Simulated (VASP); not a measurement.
A run of VASP 6.6.1:

File INCAR:

```
SYSTEM = LiTa4O
ALGO = Normal
EDIFF = 1E-6
EDIFFG = -0.04
ENCUT = 600
GGA = PE
IBRION = 2
ISIF = 3
ISMEAR = 0
LASPH = .True.
LCHARG = .False.
LREAL = .False.
LWAVE = .False.
NELM = 80
NSW = 90
PREC = Accurate
SIGMA = 0.1
```

The input KPOINTS:

```
k-points
0
Gamma
  6 6 4
  0 0 0
```

The input POSCAR:

```
LiTa4O
1.0
    5.1110285900      0.0000000000      0.0000000000
   -2.5555142900      4.4262805900      0.0000000000
    0.0000000000      0.0000000000      3.8595326800
Li Ta O
1 4 1
Direct
    0.0000000000      0.0000000000      0.0000000000
    0.6666666700      0.3333333300      0.0000000000
    0.5045495000      0.0090990000      0.5000000000
    0.9909010000      0.4954505000      0.5000000000
    0.5045495000      0.4954505000      0.5000000000
    0.3333333300      0.6666666700      0.0000000000
```

Potentials or basis: VASP PAW PBE potentials, release 64 (Li_sv, Ta_pv, O).

Run with:

```console
$ cat potpaw_PBE.64/Li_sv/POTCAR potpaw_PBE.64/Ta_pv/POTCAR potpaw_PBE.64/O/POTCAR > POTCAR
$ mpirun -np 1 vasp_std > vasp.out
```

Hardware: 1 thread of Intel(R) Xeon(R) 6975P-C (Granite Rapids) (shared host).

Problem. Estimate the wall time of this run.

Solution. Run time: 6.1 min on 1 thread of Intel(R) Xeon(R) 6975P-C (Granite Rapids), with other jobs on the host, peak memory 0.27 GiB. Counts: scf iterations 131, k points 21, ion steps 13.
